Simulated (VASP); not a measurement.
A run of VASP 6.6.1:

File INCAR:

```
PREC = Accurate
ENCUT = 520
EDIFF = 1E-7
ISMEAR = 0
SIGMA = 0.15
LREAL = False
LASPH = True
NELM = 100
ALGO = Normal
ISIF = 2
LWAVE = False
LCHARG = False
GGA = PE
NBANDS = 11
```

KPOINTS

```
Automatic mesh
0
Gamma
  8 8 8
```

The input POSCAR:

```
Pd
1.0
    0.0000000000      1.9449000000      1.8962775000
    1.9449000000      0.0000000000      1.8962775000
    1.9449000000      1.9449000000      0.0000000000
Pd
1
Direct
    0.0000000000      0.0000000000      0.0000000000
```

Potentials or basis: VASP PAW PBE potentials, release 64 (Pd).

Run with:

```console
$ cat potpaw_PBE.64/Pd/POTCAR > POTCAR
$ mpirun -np 1 vasp_std > vasp.out
```

Hardware: 1 thread of AMD EPYC 7R43 64-Core Processor (Zen 3), with other jobs on the host.

Problem. How long does it take, and how much memory?

Solution. Run time: 10 s on 1 thread of AMD EPYC 7R43 64-Core Processor (Zen 3), on a shared host, peak memory 0.09 GiB. Counts: scf iterations 12, k points 59.
